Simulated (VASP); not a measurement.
Wanted: the native input for a VASP 6.6.1 run.

* Task: single point
* Functional: PBE
* Dispersion: D3(BJ)
* Potentials or basis: VASP PAW PBE potentials, release 64 (Se, Pt)
* Cutoff: 520 eV
* k mesh: 9 × 9 × 1
* Occupations: gaussian, width 0.05 eV
* Spin: no spin polarisation
* Dipole correction: yes
* Further INCAR settings: ALGO = Normal; EDIFF = 1e-07; NBANDS = 31

The structure of PtSe2 lies in POSCAR:

```
PtSe2
1.0
    3.7070357730      0.0000000000      0.0000000000
   -1.8535178865      3.2103871521      0.0000000000
    0.0000000000      0.0000000000     22.7981619012
Se Pt
4 2
Direct
    0.6666666667      0.3333333333      0.1973843339
    0.3333333333      0.6666666667      0.3135814625
    0.5000000000      1.3333333333      0.4499959688
    0.1666666667      1.6666666667      0.5661930974
    0.0000000000      0.0000000000      0.2554828982
   -0.1666666667      1.0000000000      0.5080945331
```

The input as run:

INCAR

```
SYSTEM = PtSe2
ALGO = Normal
DIPOL = 0.5 0.5 0.382
EDIFF = 1E-7
ENCUT = 520
GGA = PE
IDIPOL = 3
ISIF = 2
ISMEAR = 0
IVDW = 12
LASPH = .TRUE.
LCHARG = .FALSE.
LDIPOL = .TRUE.
LREAL = .FALSE.
LWAVE = .FALSE.
NBANDS = 31
NELM = 60
PREC = Accurate
SIGMA = 0.05
```

KPOINTS

```
k-points
0
G
  9 9 1
  0 0 0
```

Potentials or basis: VASP PAW PBE potentials, release 64 (Se, Pt).

Run with:

```console
$ cat potpaw_PBE.64/Se/POTCAR potpaw_PBE.64/Pt/POTCAR > POTCAR
$ mpirun -np 1 vasp_std > vasp.out
```

Results of the run:

```
Largest force              : 0.134 eV/Å
Band gap on the k mesh     : 0.72 eV, indirect (least direct gap 0.97 eV)
Dispersion energy per atom : -0.357 eV
```

Caveat: spin-orbit coupling is left out, which moves the levels of the heavy elements.

Wall time 8.5 min on 1 thread of Oxide Virtual Turin-like Processor, with other jobs on the host, peak memory 0.53 GiB.
